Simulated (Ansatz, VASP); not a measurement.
## Rh in VASP and in Ansatz

INCAR

```
PREC = Accurate ; ENCUT = 520
EDIFF = 1E-6 ; ISMEAR = -1
SIGMA = 0.03 ; LREAL = False
LASPH = True ; NELM = 60
ALGO = Normal ; ISIF = 2
LWAVE = False ; LCHARG = False
GGA = CA ; NBANDS = 14
```

Contents of KPOINTS:

```
Automatic mesh
0
Gamma
  16 16 16
```

The input POSCAR:

```
Rh
1.0
    0.0190155000      1.9110577500      1.9110577500
    1.9110577500      0.0190155000      1.9110577500
    1.9110577500      1.9110577500      0.0190155000
Rh
1
Direct
    0.0000000000      0.0000000000      0.0000000000
```

Input for Ansatz:

```yaml
crystal:
  lattice:
    - [0.0190155, 1.91105775, 1.91105775]
    - [1.91105775, 0.0190155, 1.91105775]
    - [1.91105775, 1.91105775, 0.0190155]
  atoms:
    - { symbol: Rh, position: [0.0, 0.0, 0.0] }
kpoints:
  mp_grid: { grid: [16, 16, 16] }
  band_path:
    path:
      - [0.0, 0.0, 0.0]
      - [0.5, 0.5, 0.5]
      - [0.247543133, 0.5, 0.752456867]
      - [-0.247543133, 0.247543133, 0.5]
      - [0.0, 0.0, 0.5]
      - [0.0, 0.0, 0.0]
      - [-0.3737715665, 0.0, 0.3737715665]
      - [0.0, 0.3737715665, 0.6262284335]
      - [0.0, 0.5, 0.5]
    npoints: 5
scf:
  occupations: { method: fermi_dirac, width: 0.03 }
hamiltonian:
  xc: lda
  pseudopotentials: { kind: all_electron, lapw: { basis_error: 0.00025 } }
output:
  forces: true
  stress: true
  eigenvalues: true
```

Change from the starting cell: equal xy, yz and zx shear strains of +1 %.

Alike in both runs: task single point; functional LDA; k mesh 16 × 16 × 16; occupations fermi-dirac, width 0.03 eV; no spin polarisation.

|  | VASP | Ansatz |
| --- | --- | --- |
| version | VASP 6.6.1 | Ansatz 0.2.0 |
| potentials or method | VASP PAW LDA potentials, release 64 (Rh_pv), cutoff 520 eV | all-electron LAPW, scalar-relativistic |

```csv
,VASP,Ansatz,Ansatz less VASP
pressure (GPa),-10.3,-11.1,-0.78
"traceless stress, the component that is largest in VASP (GPa)",-1.87,-1.85,+0.018
```

LDA's correlation is that of Perdew and Zunger in VASP and of Perdew and Wang (1992) in Ansatz. Ansatz ran all-electron here, and VASP with PAW potentials.
